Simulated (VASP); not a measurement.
A run of VASP 6.6.1 is set up as follows.

Contents of INCAR:

```
PREC     = Accurate       # precision mode
ENCUT    = 520            # plane-wave cutoff, eV
EDIFF    = 1E-6           # SCF threshold, eV
ISMEAR   = 0              # smearing method
SIGMA    = 0.1            # smearing width, eV
LREAL    = False          # projectors in reciprocal space
LASPH    = True           # aspherical terms in the spheres
NELM     = 80             # most SCF steps
ALGO     = Normal         # electronic algorithm
ISIF     = 2              # what is computed and relaxed
LWAVE    = False          # write WAVECAR
LCHARG   = False          # write CHGCAR
GGA      = PE             # functional
NBANDS   = 12             # bands
```

The input KPOINTS:

```
Automatic mesh
0
Gamma
  16 16 16
```

The input POSCAR:

```
Cd
1.0
   -1.7375370772      1.7375370772      1.7375370772
    1.7375370772     -1.7375370772      1.7375370772
    1.7375370772      1.7375370772     -1.7375370772
Cd
1
Direct
    0.0000000000      0.0000000000      0.0000000000
```

Potentials or basis: VASP PAW PBE potentials, release 64 (Cd).

The run is started by

```bash
$ cat potpaw_PBE.64/Cd/POTCAR > POTCAR
$ mpirun -np 1 vasp_std > vasp.out
```

Estimate the pressure.

6.0 GPa.

Predict the band gap on the k mesh.

zero (bands 6 and 7 overlap by 4.31 eV).

Caveat: the cell differs from its parent crystal (strained); the cell stands under pressure.
